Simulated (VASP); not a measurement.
# Tm3BF (P4/mmm) in VASP: a series of runs

The runs below take Tm3BF through single point, with PBE.

Program: VASP 6.6.1. These are calculated values, not measurements. Logs are shortened: lines on timing, memory, paths and dates and some standing lists are left out, and cuts for length are marked.

### Step 1. The cell of the first run

Symmetry: P4/mmm, No. 123, tetragonal system. Conventional cell: a = 5.369 Å, b = 5.369 Å, c = 3.288 Å, α = 90.00°, β = 90.00°, γ = 90.00°. Within 3.5 Å of Tm (site symmetry mmm) lie 4 Tm at 2.68 to 3.29 Å and 4 B at 3.15 Å and 4 F at 3.15 Å. Within 2.2 Å of Tm (site symmetry 4/mmm) lie 2 F at 1.64 Å. B (site symmetry 4/mmm) has 16 Tm at 3.15 to 4.14 Å and 2 B at 3.29 Å and 4 F at 3.80 Å within 4.2 Å. Within 2.2 Å of F (site symmetry 4/mmm) lie 2 Tm at 1.64 Å.

The cell was built from a structure type or drawn by symmetry, and may not be a known phase.

### Step 2. Single point, PBE

The input, INCAR:

```
  PREC = Accurate
  ENCUT = 600
  EDIFF = 1E-6
  ISMEAR = 0
  SIGMA = 0.1
  LREAL = False
  LASPH = True
  NELM = 200
  ALGO = Normal
  ISIF = 2
  LWAVE = False
  LCHARG = False
  GGA = PE
  NBANDS = 26
  GGA_COMPAT = False
  LMAXMIX = 6
```

The input, KPOINTS:

```
Automatic mesh
0
Gamma
  4 4 6
```

The input, POSCAR:

```
Tm3BF
1.0
    5.3685622500      0.0000000000      0.0000000000
    0.0000000000      5.3685622500      0.0000000000
    0.0000000000      0.0000000000      3.2875050000
Tm B F
3 1 1
Direct
    0.0000000000      0.5000000000      0.0000000000
    0.5000000000      0.0000000000      0.0000000000
    0.0000000000      0.0000000000      0.0000000000
    0.5000000000      0.5000000000      0.5000000000
    0.0000000000      0.0000000000      0.5000000000
```

Potentials or basis: VASP PAW PBE potentials, release 64 (Tm_3, B, F), 4f in core.

Started as:

```
> cat potpaw_PBE.64/Tm_3/POTCAR potpaw_PBE.64/B/POTCAR potpaw_PBE.64/F/POTCAR > POTCAR
> mpirun -np 1 vasp_std > vasp.out
```

OUTCAR:

```text
PREC = Accurate
   ENCUT = 600
   EDIFF = 1E-6
   ISMEAR = 0
   LREAL = False
   LASPH = True
   NELM = 200
   ISIF = 2
   GGA = PE

 ion  position               nearest neighbor table
   1  0.000  0.500  0.000-   3 2.68   3 2.68   2 3.80   2 3.80   2 3.80   2 3.80
   2  0.500  0.000  0.000-   3 2.68   3 2.68   1 3.80   1 3.80   1 3.80   1 3.80
   3  0.000  0.000  0.000-   5 1.64   5 1.64   1 2.68   2 2.68   1 2.68   2 2.68
   4  0.500  0.500  0.500-
   5  0.000  0.000  0.500-   3 1.64   3 1.64

  LATTYP: Found a simple tetragonal cell.
 ALAT       =     5.3685622500
 C/A-ratio  =     0.6123622763

  Lattice vectors:

 A1 = (   5.3685622500,   0.0000000000,   0.0000000000)
 A2 = (   0.0000000000,   5.3685622500,   0.0000000000)
 A3 = (   0.0000000000,   0.0000000000,   3.2875050000)

Analysis of symmetry for initial positions (statically):
=====================================================================
 Subroutine PRICEL returns:
 Original cell was already a primitive cell.

 Routine SETGRP: Setting up the symmetry group for a
 simple tetragonal supercell.

 Subroutine GETGRP returns: Found 16 space group operations
 (whereof 16 operations were pure point group operations)
 out of a pool of 16 trial point group operations.

The static configuration has the point symmetry D_4h.

Analysis of symmetry for dynamics (positions and initial velocities):
=====================================================================
 Subroutine PRICEL returns:
 Original cell was already a primitive cell.

 Routine SETGRP: Setting up the symmetry group for a
 simple tetragonal supercell.

 Subroutine GETGRP returns: Found 16 space group operations
 (whereof 16 operations were pure point group operations)
 out of a pool of 16 trial point group operations.

The dynamic configuration has the point symmetry D_4h.

 Subroutine INISYM returns: Found 16 space group operations
 (whereof 16 operations are pure point group operations),
 and found     1 'primitive' translations

----------------------------------------------------------------------------------------

                                     Primitive cell

  volume of cell :      94.7507

  direct lattice vectors                    reciprocal lattice vectors
     5.368562250  0.000000000  0.000000000     0.186269611  0.000000000  0.000000000
     0.000000000  5.368562250  0.000000000     0.000000000  0.186269611  0.000000000
     0.000000000  0.000000000  3.287505000     0.000000000  0.000000000  0.304182047

[... 90 lines left out ...]
   EDIFFG = 0.1E-04   stopping-criterion for IOM
   NSW    =      0    number of steps for IOM
   IBRION =     -1    ionic relax: 0-MD 1-quasi-New 2-CG
   NFREE  =      0    steps in history (QN), initial steepest desc. (CG)
   ISIF   =      2    stress and relaxation
   ISYM   =      2    0-nonsym 1-usesym 2-fastsym
   POTIM  = 0.5000    time-step for ionic-motion
   TEBEG  =    0.0;   TEEND  =   0.0 temperature during run
   PSTRESS=    0.0 pullay stress
   NELECT =      37.0000    total number of electrons
   NUPDOWN=      -1.0000    fix difference up-down
   EMIN   =  10.00;   EMAX   =-10.00  energy-range for DOS
   EFERMI =   0.00;   METHOD = LEGACY
   ISMEAR =     0;   SIGMA  =   0.10  broadening in eV -4-tet -1-fermi 0-gaus
   EFERMI_NEDOS =   21; number of points for ismear=-14 and -15
   IALGO  =     38    algorithm
   IMIX   =      4    mixing-type and parameters
     AMIX     =   0.40;   BMIX     =  1.00
     AMIX_MAG =   1.60;   BMIX_MAG =  1.00
  volume/ion in A,a.u.               =      18.95       127.88
  Fermi-wavevector in a.u.,A,eV,Ry     =   1.196597  2.261241 19.481428  1.431845
  Thomas-Fermi vector in A             =   2.332533
   LORBIT       =      0    0 simple, 1 ext, 2 COOP (PROOUT), +10 PAW based schemes
   GGA     = PE    functional components
   LHFCALC =     F    Hartree Fock is set to
   AEXX    =    0.0000 exact exchange contribution
   IVDW    =     0    specifies the selected vdW correction
   LEPSILON=     F    determine dielectric tensor
   LRPA    =     F    only Hartree local field effects (RPA)
 non-spin polarized calculation
 Gauss-broadening in eV      SIGMA  =   0.10
  energy-cutoff  :      600.00
  volume of cell :       94.75
 maximum number of plane-waves:      3181
 NGX is ok and might be reduce to    48
   NGX = 21   NGY = 21   NGZ = 13

 number of electron      37.0000003 magnetization

 Free energy of the ion-electron system (eV)
  ---------------------------------------------------
  ext. energy  EPLUGINS =         0.00000000
  ---------------------------------------------------
  free energy    TOTEN  =       -11.50792403 eV

  energy without entropy =      -11.48890633  energy(sigma->0) =      -11.49841518

 E-fermi :   3.7745     XC(G=0): -10.4673

 val. band max:        3.7570606197   @ k =   0.5000   0.0000   0.1667
 cond. band min:       3.7818817014   @ k =   0.2500   0.2500   0.1667
 fundamental gap:      0.0248210816
 Fermi energy:         3.7744504304

 k-point     1 :       0.0000    0.0000    0.0000
  band No.  band energies     occupation
      1     -25.5721      2.00000
      2     -23.8639      2.00000
      3     -22.9523      2.00000
      4     -22.9523      2.00000
      5     -21.5539      2.00000
      6     -21.5508      2.00000
[... 685 lines left out ...]
     25       6.8596      0.00000
     26       7.2770      0.00000

------------------------ aborting loop because EDIFF is reached ----------------------------------------

  FORCE on cell =-STRESS in cart. coord.  units (eV):
  Direction    XX          YY          ZZ          XY          YZ          ZX
  --------------------------------------------------------------------------------------
  -------------------------------------------------------------------------------------
  Total        8.2496669      8.2496669     90.7083051      0.0000000     -0.0000000      0.0000000
  in kB      139.4969092    139.4969092   1533.8229310      0.0000000     -0.0000000      0.0000000
  external PRESSURE =     604.2722498 kB  Pullay stress =       0.0000000 kB

 VOLUME and BASIS-vectors are now :
 -----------------------------------------------------------------------------
  energy-cutoff  :      600.00
  volume of cell :       94.75
      direct lattice vectors                 reciprocal lattice vectors
     5.368562250  0.000000000  0.000000000     0.186269611  0.000000000  0.000000000
     0.000000000  5.368562250  0.000000000     0.000000000  0.186269611  0.000000000
     0.000000000  0.000000000  3.287505000     0.000000000  0.000000000  0.304182047

 POSITION                                       TOTAL-FORCE (eV/Angst)
 -----------------------------------------------------------------------------------
      0.00000      2.68428      0.00000         0.000000      0.000000      0.000000
      2.68428      0.00000      0.00000         0.000000      0.000000      0.000000
      0.00000      0.00000      0.00000         0.000000      0.000000      0.000000
      2.68428      2.68428      1.64375         0.000000      0.000000      0.000000
      0.00000      0.00000      1.64375         0.000000      0.000000      0.000000
 -----------------------------------------------------------------------------------
    total drift:                                0.000000      0.000000      0.000000

  FREE ENERGIE OF THE ION-ELECTRON SYSTEM (eV)
  ---------------------------------------------------
  free  energy   TOTEN  =       -11.5079240315 eV

  energy  without entropy=      -11.4889063290  energy(sigma->0) =      -11.49841518
```

OSZICAR:

```text
N       E                     dE             d eps       ncg     rms          rms(c)
DAV:   1     0.389945918177E+03    0.38995E+03   -0.16817E+04  1280   0.152E+03
DAV:   2     0.574913834543E+02   -0.33245E+03   -0.32317E+03  1376   0.537E+02
DAV:   3    -0.790508104767E+01   -0.65396E+02   -0.63186E+02  2144   0.153E+02
DAV:   4    -0.131700052304E+02   -0.52649E+01   -0.49894E+01  2150   0.402E+01
DAV:   5    -0.133096460922E+02   -0.13964E+00   -0.13913E+00  2064   0.629E+00    0.906E+01
DAV:   6    -0.114585999442E+02    0.18510E+01   -0.64817E+00  1964   0.184E+01    0.555E+01
DAV:   7    -0.115813940436E+02   -0.12279E+00   -0.16339E+00  2136   0.904E+00    0.299E+00
DAV:   8    -0.115086068262E+02    0.72787E-01   -0.45658E-01  1934   0.395E+00    0.609E-01
DAV:   9    -0.115078704741E+02    0.73635E-03   -0.26465E-02  1920   0.115E+00    0.332E-01
DAV:  10    -0.115079186548E+02   -0.48181E-04   -0.20738E-03  1688   0.292E-01    0.210E-01
DAV:  11    -0.115079247195E+02   -0.60647E-05   -0.22957E-04  2112   0.114E-01    0.591E-02
DAV:  12    -0.115079242570E+02    0.46253E-06   -0.22119E-05  1992   0.329E-02    0.107E-02
DAV:  13    -0.115079240315E+02    0.22547E-06   -0.26150E-06  1416   0.173E-02
   1 F= -.11507924E+02 E0= -.11498415E+02  d E =-.190177E-01
```

Run time: 31 s. Hardware: 1 thread of Intel Xeon 6975P-C (Granite Rapids), shared host; peak memory 0.27 GiB.

What came out:

```yaml
Free_energy: -11.5079 eV
Pressure: 60.4 GPa
Band_gap_on_the_k_mesh: zero (an odd number of electrons rules out a gap without spin polarisation)
```

Stress tensor (GPa, compression positive):
```
 13.95   0.00   0.00
  0.00  13.95   0.00
  0.00   0.00 153.38
```

Caveat: the cell stands under pressure; spin-orbit coupling is left out, which moves the levels of the heavy elements; the 4f electrons are frozen in the core, so they carry no moment and show no levels; an odd number of electrons without spin polarisation forces a metal; a magnetic or distorted state may lie lower; the run has no spin polarisation, though such a crystal can be magnetic. Spin polarisation is off, so any magnetic state and its effect on volume and gap are missing.

### Step 3. Single point, PBE

This run uses another cell than the first one, of 27.81 Å³/atom.

The input, INCAR:

```
SYSTEM = Tm3BF
PREC     = Accurate       ! precision mode
ENCUT    = 600            ! plane-wave cutoff, eV
EDIFF    = 1E-6           ! SCF threshold, eV
ISMEAR   = 0              ! smearing method
SIGMA    = 0.1            ! smearing width, eV
LREAL    = .FALSE.        ! projectors in reciprocal space
LASPH    = .TRUE.         ! aspherical terms in the spheres
NELM     = 200            ! most SCF steps
ALGO     = Normal         ! electronic algorithm
ISIF     = 2              ! what is computed and relaxed
LWAVE    = .FALSE.        ! write WAVECAR
LCHARG   = .TRUE.         ! write CHGCAR
GGA      = PE             ! functional
LELF     = .TRUE.         ! ELF
LVHAR    = .TRUE.       
NBANDS   = 26             ! bands
GGA_COMPAT= .FALSE.      
LMAXMIX  = 6              ! l up to which the mixer works
```

The input, KPOINTS:

```
regular mesh
0
G
  4 4 6
  0 0 0
```

Edit POSCAR of step 2 so:

```diff
@@ -2,5 +2,5 @@
 1.0
-    5.3685622500      0.0000000000      0.0000000000
-    0.0000000000      5.3685622500      0.0000000000
-    0.0000000000      0.0000000000      3.2875050000
+    5.8755078583      0.0000000000      0.0000000000
+    0.0000000000      5.8755078583      0.0000000000
+    0.0000000000      0.0000000000      4.0278129018
 Tm B F
```

Potentials or basis: VASP PAW PBE potentials, release 64 (Tm_3, B, F), 4f in core.

Started as:

```
> cat potpaw_PBE.64/Tm_3/POTCAR potpaw_PBE.64/B/POTCAR potpaw_PBE.64/F/POTCAR > POTCAR
> mpirun -np 1 vasp_std > vasp.out
```

Wall time 37 s (1 thread of Intel Xeon 6975P-C (Granite Rapids), shared host); peak memory 0.31 GiB.

Results (log left out):

```yaml
Free_energy: -19.4710 eV
Pressure: 0.6 GPa
Band_gap_on_the_k_mesh: zero (an odd number of electrons rules out a gap without spin polarisation)
```

Stress tensor (GPa, compression positive):
```
0.23 0.00 0.00
0.00 0.23 0.00
0.00 0.00 1.47
```

Levels at points of the mesh, in eV from the Fermi level:
| k point | band 14 | band 15 | band 16 | band 17 | band 18 | band 19 | band 20 | band 21 | band 22 | band 23 |
| --- | --- | --- | --- | --- | --- | --- | --- | --- | --- | --- |
| (0.00, 0.00, 0.00) | -5.88 | -2.78 | -1.42 | -1.28 | -0.18 | -0.18 | 0.04 | 0.07 | 0.76 | 0.76 |
| (0.50, 0.00, 0.00) | -5.36 | -3.38 | -1.24 | -0.63 | -0.57 | 0.79 | 0.85 | 0.86 | 1.17 | 1.18 |
| (0.50, 0.50, 0.00) | -5.15 | -2.39 | -2.39 | -0.70 | 0.70 | 0.70 | 0.94 | 1.16 | 1.57 | 1.57 |
| (0.00, 0.00, 0.50) | -4.62 | -3.21 | -0.91 | -0.91 | -0.77 | -0.67 | -0.67 | 1.18 | 1.18 | 1.67 |
| (0.50, 0.00, 0.50) | -4.63 | -2.08 | -1.58 | -0.70 | -0.42 | -0.22 | 0.59 | 1.17 | 1.35 | 1.40 |
| (0.50, 0.50, 0.50) | -4.72 | -0.91 | -0.37 | -0.37 | -0.12 | -0.08 | -0.08 | 0.39 | 1.74 | 2.17 |

Caveat: spin-orbit coupling is left out, which moves the levels of the heavy elements; the 4f electrons are frozen in the core, so they carry no moment and show no levels; an odd number of electrons without spin polarisation forces a metal; a magnetic or distorted state may lie lower; the run has no spin polarisation, though such a crystal can be magnetic. Spin polarisation is off, so any magnetic state and its effect on volume and gap are missing.
